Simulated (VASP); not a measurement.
# TeSe6O2 (P-1) in VASP: notebook

Runs on TeSe6O2. Level: PBEsol. Tasks: single point.

Program: VASP 6.6.1. These are calculated values, not measurements. Logs are shortened: lines on timing, memory, paths and dates and some standing lists are left out, and cuts for length are marked.

### 1 The cell of the first run

The typed cell holds 9 atoms: a = 6.282 Å, b = 6.314 Å, c = 6.369 Å, α = 101.33°, β = 90.69°, γ = 102.07°.

### 2 Single point, PBEsol

Input file INCAR:

```
PREC = Accurate ; ENCUT = 520
EDIFF = 1E-6 ; ISMEAR = -1
SIGMA = 0.0116 ; LREAL = F
LASPH = T ; NELM = 60
ALGO = Normal ; ISIF = 2
LWAVE = F ; LCHARG = F
GGA = PS ; NBANDS = 37
```

Input file KPOINTS:

```
Automatic mesh
0
Gamma
  3 3 3
  0 0 0.5
```

Input file POSCAR:

```
TeSe6O2
1.0
    6.2821940000      0.0000000000      0.0000000000
   -1.3204750000      6.1741970000      0.0000000000
   -0.0768130000     -1.2960730000      6.2357540000
Se Te O
6 1 2
Direct
    0.0836000000      0.7671000000      0.6794000000
    0.9164000000      0.2329000000      0.3206000000
    0.3057000000      0.9531000000      0.2026000000
    0.6943000000      0.0469000000      0.7974000000
    0.2282000000      0.3219000000      0.9101000000
    0.7718000000      0.6781000000      0.0899000000
    0.0000000000      0.0000000000      0.0000000000
    0.5392000000      0.4276000000      0.5536000000
    0.4608000000      0.5724000000      0.4464000000
```

Potentials or basis: VASP PAW PBE potentials, release 64 (Se, Te, O).

On the command line:

```
$ cat potpaw_PBE.64/Se/POTCAR potpaw_PBE.64/Te/POTCAR potpaw_PBE.64/O/POTCAR > POTCAR
$ mpirun -np 1 vasp_std > vasp.out
```

OUTCAR:

```text
PREC = Accurate
   ENCUT = 520
   EDIFF = 1E-6
   ISMEAR = -1
   LREAL = F
   LASPH = T
   NELM = 60
   ISIF = 2
   GGA = PS

 ion  position               nearest neighbor table
   1  0.084  0.767  0.679-   7 2.40
   2  0.916  0.233  0.321-   7 2.40
   3  0.306  0.953  0.203-   7 2.40
   4  0.694  0.047  0.797-   7 2.40
   5  0.228  0.322  0.910-   7 2.40
   6  0.772  0.678  0.090-   7 2.40
   7  0.000  0.000  0.000-   3 2.40   4 2.40   5 2.40   6 2.40   1 2.40   2 2.40
   8  0.539  0.428  0.554-   9 1.40
   9  0.461  0.572  0.446-   8 1.40

  LATTYP: Found a triclinic cell.
 ALAT       =     7.9208183939
 B/A-ratio  =     0.7931243576
 C/A-ratio  =     0.8041447526
 COS(alpha) =     0.0120595316
 COS(beta)  =     0.1661661101
 COS(gamma) =     0.6264149427

  Lattice vectors:

 A1 = (   4.9617190000,   6.1741970000,   0.0000000000)
 A2 = (   6.2821940000,   0.0000000000,   0.0000000000)
 A3 = (   0.0768130000,   1.2960730000,  -6.2357540000)

Analysis of symmetry for initial positions (statically):
=====================================================================
 Subroutine PRICEL returns:
 Original cell was already a primitive cell.

 Routine SETGRP: Setting up the symmetry group for a
 triclinic supercell.

 Subroutine GETGRP returns: Found  2 space group operations
 (whereof  2 operations were pure point group operations)
 out of a pool of  2 trial point group operations.

The static configuration has the point symmetry S_2 .

Analysis of symmetry for dynamics (positions and initial velocities):
=====================================================================
 Subroutine PRICEL returns:
 Original cell was already a primitive cell.

 Routine SETGRP: Setting up the symmetry group for a
 triclinic supercell.

 Subroutine GETGRP returns: Found  2 space group operations
 (whereof  2 operations were pure point group operations)
 out of a pool of  2 trial point group operations.

The dynamic configuration has the point symmetry S_2 .

 Subroutine INISYM returns: Found  2 space group operations
 (whereof  2 operations are pure point group operations),
 and found     1 'primitive' translations

----------------------------------------------------------------------------------------

                                     Primitive cell

  volume of cell :     241.8693

  direct lattice vectors                    reciprocal lattice vectors
     6.282194000  0.000000000  0.000000000     0.159180057  0.034043826  0.009036659
    -1.320475000  6.174197000  0.000000000     0.000000000  0.161964382  0.033663557
    -0.076813000 -1.296073000  6.235754000     0.000000000  0.000000000  0.160365531

  length of vectors
     6.282194000  6.313823154  6.369484548     0.163030469  0.165425802  0.160365531

  position of ions in fractional coordinates (direct lattice)
     0.083600000  0.767100000  0.679400000
     0.916400000  0.232900000  0.320600000
     0.305700000  0.953100000  0.202600000
     0.694300000  0.046900000  0.797400000
     0.228200000  0.321900000  0.910100000
     0.771800000  0.678100000  0.089900000
     0.000000000  0.000000000  0.000000000
     0.539200000  0.427600000  0.553600000
     0.460800000  0.572400000  0.446400000

  ion indices of the primitive-cell ions
   primitive index   ion index
                 1           1
                 2           2
                 3           3
                 4           4
                 5           5
                 6           6
                 7           7
                 8           8
                 9           9

----------------------------------------------------------------------------------------

 KPOINTS: Automatic mesh

Automatic generation of k-mesh.
 Grid dimensions read from file:
 generate k-points for:    3    3    3

 Generating k-lattice:

  Cartesian coordinates                     Fractional coordinates (reciprocal lattice)
     0.053060019  0.011347942  0.003012220     0.333333333  0.000000000 -0.000000000
     0.000000000  0.053988127  0.011221186     0.000000000  0.333333333  0.000000000
     0.000000000  0.000000000  0.053455177     0.000000000  0.000000000  0.333333333

  Length of vectors
     0.054343490  0.055141934  0.053455177

  Shift w.r.t. Gamma in fractional coordinates (k-lattice)
     0.000000000  0.000000000  0.500000000

 Subroutine IBZKPT returns following result:
 ===========================================

 Found     14 irreducible k-points:

 Following reciprocal coordinates:
            Coordinates               Weight
  0.000000  0.000000  0.166667      2.000000
  0.333333  0.000000  0.166667      2.000000
 -0.333333 -0.000000  0.166667      2.000000
  0.000000  0.333333  0.166667      2.000000
  0.333333  0.333333  0.166667      2.000000
 -0.333333  0.333333  0.166667      2.000000
  0.000000 -0.333333  0.166667      2.000000
  0.333333 -0.333333  0.166667      2.000000
 -0.333333 -0.333333  0.166667      2.000000
  0.000000  0.000000  0.500000      1.000000
  0.333333  0.000000  0.500000      2.000000
  0.000000  0.333333  0.500000      2.000000
  0.333333  0.333333  0.500000      2.000000
 -0.333333  0.333333  0.500000      2.000000
   k-points           NKPTS =     14   k-points in BZ     NKDIM =     14   number of bands    NBANDS=     37
   number of dos      NEDOS =    301   number of ions     NIONS =      9
   total plane-waves  NPLWV = 110592
   dimension x,y,z NGX =    48 NGY =   48 NGZ =   48
   dimension x,y,z NGXF=    96 NGYF=   96 NGZF=   96
   ions per type =               6   1   2
   NGX,Y,Z   is equivalent  to a cutoff of  12.70, 12.64, 12.53 a.u.
   NGXF,Y,Z  is equivalent  to a cutoff of  25.40, 25.28, 25.06 a.u.
 SYSTEM =  unknown system
   PREC   = accura    normal or accurate (medium, high low for compatibility)
   ISTART =      0    job   : 0-new  1-cont  2-samecut
   ICHARG =      2    charge: 1-file 2-atom 10-const
   ISPIN  =      1    spin polarized calculation?
   LNONCOLLINEAR =      F non collinear calculations
   LSORBIT =      F    spin-orbit coupling
   LASPH  =      T    aspherical Exc in radial PAW
   ENCUT  =  520.0 eV  38.22 Ry    6.18 a.u.  11.68 11.74 11.84*2*pi/ulx,y,z
   NELM   =     60;   NELMIN=  2; NELMDL= -5     # of ELM steps
   EDIFF  = 0.1E-05   stopping-criterion for ELM
   LREAL  =      F    real-space projection
   EDIFFG = 0.1E-04   stopping-criterion for IOM
   NSW    =      0    number of steps for IOM
   IBRION =     -1    ionic relax: 0-MD 1-quasi-New 2-CG
   NFREE  =      0    steps in history (QN), initial steepest desc. (CG)
   ISIF   =      2    stress and relaxation
   ISYM   =      2    0-nonsym 1-usesym 2-fastsym
   POTIM  = 0.5000    time-step for ionic-motion
   TEBEG  =    0.0;   TEEND  =   0.0 temperature during run
   PSTRESS=    0.0 pullay stress
   NELECT =      54.0000    total number of electrons
   NUPDOWN=      -1.0000    fix difference up-down
   EMIN   =  10.00;   EMAX   =-10.00  energy-range for DOS
   EFERMI =   0.00;   METHOD = LEGACY
   ISMEAR =    -1;   SIGMA  =   0.01  broadening in eV -4-tet -1-fermi 0-gaus
   EFERMI_NEDOS =   21; number of points for ismear=-14 and -15
   IALGO  =     38    algorithm
   IMIX   =      4    mixing-type and parameters
     AMIX     =   0.40;   BMIX     =  1.00
     AMIX_MAG =   1.60;   BMIX_MAG =  1.00
  volume/ion in A,a.u.               =      26.87       181.36
  Fermi-wavevector in a.u.,A,eV,Ry     =   0.993145  1.876771 13.419919  0.986336
  Thomas-Fermi vector in A             =   2.125006
   LORBIT       =      0    0 simple, 1 ext, 2 COOP (PROOUT), +10 PAW based schemes
   GGA     = PS    functional components
   LHFCALC =     F    Hartree Fock is set to
   AEXX    =    0.0000 exact exchange contribution
   IVDW    =     0    specifies the selected vdW correction
   LEPSILON=     F    determine dielectric tensor
   LRPA    =     F    only Hartree local field effects (RPA)
 non-spin polarized calculation
  energy-cutoff  :      520.00
  volume of cell :      241.87
 maximum number of plane-waves:      6523
   NGX = 23   NGY = 23   NGZ = 23

 number of electron      54.0000004 magnetization

 Free energy of the ion-electron system (eV)
  ---------------------------------------------------
  ext. energy  EPLUGINS =         0.00000000
  ---------------------------------------------------
  free energy    TOTEN  =       -28.17345007 eV

  energy without entropy =      -28.16574879  energy(sigma->0) =      -28.16959943

 E-fermi :   1.3502     XC(G=0):  -8.6819

 val. band max:        1.3414583072   @ k =   0.0000   0.0000   0.5000
 cond. band min:       1.3553687227   @ k =   0.0000   0.0000   0.1667
 fundamental gap:      0.0139104155
 Fermi energy:         1.3501970057

 k-point     1 :       0.0000    0.0000    0.1667
  band No.  band energies     occupation
      1     -20.7101      2.00000
      2     -14.7532      2.00000
      3     -12.7962      2.00000
      4     -11.4548      2.00000
      5     -11.3155      2.00000
      6     -11.2190      2.00000
[... 29 lines left out ...]
     36       7.0910      0.00000
     37       7.8018      0.00000

 k-point     2 :       0.3333    0.0000    0.1667
  band No.  band energies     occupation
      1     -20.7099      2.00000
      2     -14.7123      2.00000
      3     -12.7995      2.00000
      4     -11.5552      2.00000
      5     -11.3717      2.00000
      6     -11.2901      2.00000
[... 29 lines left out ...]
     36       7.0206      0.00000
     37       8.0305      0.00000
[... 438 lines left out ...]
     36       6.7729      0.00000
     37       7.9672      0.00000

 k-point    14 :      -0.3333    0.3333    0.5000
  band No.  band energies     occupation
      1     -20.7095      2.00000
      2     -14.6650      2.00000
      3     -12.8082      2.00000
      4     -11.5629      2.00000
      5     -11.3678      2.00000
      6     -11.3132      2.00000
[... 29 lines left out ...]
     36       7.0889      0.00000
     37       7.8848      0.00000

------------------------ aborting loop because EDIFF is reached ----------------------------------------

  FORCE on cell =-STRESS in cart. coord.  units (eV):
  Direction    XX          YY          ZZ          XY          YZ          ZX
  --------------------------------------------------------------------------------------
  -------------------------------------------------------------------------------------
  Total        2.1010337      2.1642526      4.3775813      3.4026827      3.8304126      0.7722511
  in kB       13.9175500     14.3363215     28.9977303     22.5398610     25.3732058      5.1155029
  external PRESSURE =      19.0838673 kB  Pullay stress =       0.0000000 kB

 VOLUME and BASIS-vectors are now :
 -----------------------------------------------------------------------------
  energy-cutoff  :      520.00
  volume of cell :      241.87
      direct lattice vectors                 reciprocal lattice vectors
     6.282194000  0.000000000  0.000000000     0.159180057  0.034043826  0.009036659
    -1.320475000  6.174197000  0.000000000     0.000000000  0.161964382  0.033663557
    -0.076813000 -1.296073000  6.235754000     0.000000000  0.000000000  0.160365531

 POSITION                                       TOTAL-FORCE (eV/Angst)
 -----------------------------------------------------------------------------------
     -0.53993      3.85567      4.23657         0.726224     -1.027210     -2.058098
      5.42484      1.02245      1.99918        -0.726224      1.027210      2.058098
      0.64636      5.62204      1.26336         1.747166     -0.376228      1.421170
      4.23855     -0.74392      4.97239        -1.747166      0.376228     -1.421170
      0.93863      0.80792      5.67516         1.146986      2.096676     -0.466455
      3.94628      4.07021      0.56059        -1.146986     -2.096676      0.466455
      0.00000      0.00000      0.00000         0.000000     -0.000000      0.000000
      2.78020      1.92258      3.45211        -2.621677      3.774413     -2.670473
      2.10471      2.95554      2.78364         2.621677     -3.774413      2.670473
 -----------------------------------------------------------------------------------
    total drift:                                0.000000     -0.000000      0.000000

  FREE ENERGIE OF THE ION-ELECTRON SYSTEM (eV)
  ---------------------------------------------------
  free  energy   TOTEN  =       -28.1734500686 eV

  energy  without entropy=      -28.1657487883  energy(sigma->0) =      -28.16959943
```

Wall time 4.7 min (1 thread of Oxide Virtual Turin-like, shared host); peak memory 0.35 GiB.

Results:

```yaml
Free_energy: -28.1735 eV
Pressure: 1.9 GPa
Largest_force: 5.315 eV/Å
Band_gap_on_the_k_mesh: zero (bands 27 and 28 overlap by 0.02 eV)
```

Forces in eV/Å, atoms in the order of the input:
```
Se   0.726 -1.027 -2.058
Se  -0.726  1.027  2.058
Se   1.747 -0.376  1.421
Se  -1.747  0.376 -1.421
Se   1.147  2.097 -0.466
Se  -1.147 -2.097  0.466
Te   0.000  0.000  0.000
O   -2.622  3.774 -2.670
O    2.622 -3.774  2.670
```

Levels at points of the mesh, in eV from the Fermi level:
```csv
k point,band 24,band 25,band 26,band 27,band 28,band 29,band 30,band 31
"(0.00, 0.00, 0.50)",-0.62,-0.31,-0.17,-0.04,-0.01,0.33,0.43,0.47
```

Caveat: the PAW data sets were made with another functional, which shifts forces and pressure a little; spin-orbit coupling is left out, which moves the levels of the heavy elements.

### 3 Single point, PBEsol

Input file INCAR:

```
SYSTEM = TeSe6O2
PREC = Accurate
ENCUT = 520
EDIFF = 1E-7
ISMEAR = -1
SIGMA = 0.0116
LREAL = .False.
LASPH = .True.
NELM = 80
ALGO = Normal
ISIF = 2
LWAVE = .False.
LCHARG = .False.
GGA = PS
NBANDS = 37
NELECT = 55.0
```

KPOINTS is that of step 2.

POSCAR is that of step 2.

Potentials or basis: VASP PAW PBE potentials, release 64 (Se, Te, O).

On the command line:

```
$ cat potpaw_PBE.64/Se/POTCAR potpaw_PBE.64/Te/POTCAR potpaw_PBE.64/O/POTCAR > POTCAR
$ mpirun -np 1 vasp_std > vasp.out
```

It took 4.2 min on 1 thread of Oxide Virtual Turin-like, shared host; peak memory 0.35 GiB.

It converged, with:

```yaml
Free_energy: -26.7429 eV
Largest_force: 4.701 eV/Å
```

Forces on the atoms (eV/Å):
```
Se   0.791 -1.016 -2.047
Se  -0.791  1.016  2.047
Se   1.803 -0.475  1.410
Se  -1.803  0.475 -1.410
Se   1.108  2.036 -0.475
Se  -1.108 -2.036  0.475
Te   0.000  0.000  0.000
O   -2.315  3.336 -2.369
O    2.315 -3.336  2.369
```

Levels at points of the mesh, in eV from the Fermi level:
```tsv
k point	band 23	band 24	band 25	band 26	band 27	band 28	band 29	band 30	band 31	band 32
(0.00, 0.00, 0.50)	-1.08	-0.73	-0.42	-0.30	-0.08	-0.03	0.24	0.34	0.37	1.98
```

Caveat: the cell carries a net charge on a neutralising background, which shifts energy and pressure; the cell is charged against a uniform background, so pressure and absolute levels hang on convention; the PAW data sets were made with another functional, which shifts forces and pressure a little; spin-orbit coupling is left out, which moves the levels of the heavy elements; an odd number of electrons without spin polarisation forces a metal; a magnetic or distorted state may lie lower.

(Continued in part 2 of 2.)
